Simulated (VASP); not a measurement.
## TiCo: single point with LDA

TiCo:

```
Co Ti
1.0
     2.98611    0.00000    0.00000
     0.00000    2.98611    0.00000
     0.00000    0.00000    2.98611
Co Ti
1 1
Cartesian
  1.4931 1.4931 1.4931
  0.0000 0.0000 0.0000
```

* Program: VASP 6.6.1
* Task: single point
* Functional: LDA
* Potentials or basis: VASP PAW LDA potentials, release 64 (Co, Ti_sv)
* Cutoff: 520 eV
* k mesh: 9 × 9 × 9
* Occupations: fermi-dirac, width 0.05 eV
* Spin: collinear spin, ferromagnetic start
* Starting moments: [2.0, 1.0] μB
* Dipole correction: no
* Further INCAR settings: ALGO = Normal; EDIFF = 1e-06; NBANDS = 22

```yaml
Pressure: -15.2 GPa
Net_moment: 0.44 μB per cell
Site_moments: Co +0.46; Ti -0.01 μB
Valence_electrons_inside_the_program's_atomic_spheres: Co 8.32; Ti 10.30
```

Levels at points of the mesh, in eV from the Fermi level:
Spin up:
```
           k point  band 8  band 9  band 10  band 11  band 12  band 13
(0.00, 0.00, 0.00)   -1.61   -1.61    -1.61     0.63     0.63     2.69
```
Spin down:
```
           k point  band 6  band 7  band 8  band 9  band 10  band 11  band 12  band 13  band 14  band 15
(0.00, 0.00, 0.00)   -3.63   -3.63   -1.32   -1.32    -1.32     0.86     0.86     2.74     2.74     2.74
```

Run time: 19 s on 1 thread of Intel(R) Xeon(R) Platinum 8488C (Sapphire Rapids), on a shared host, peak memory 0.15 GiB.
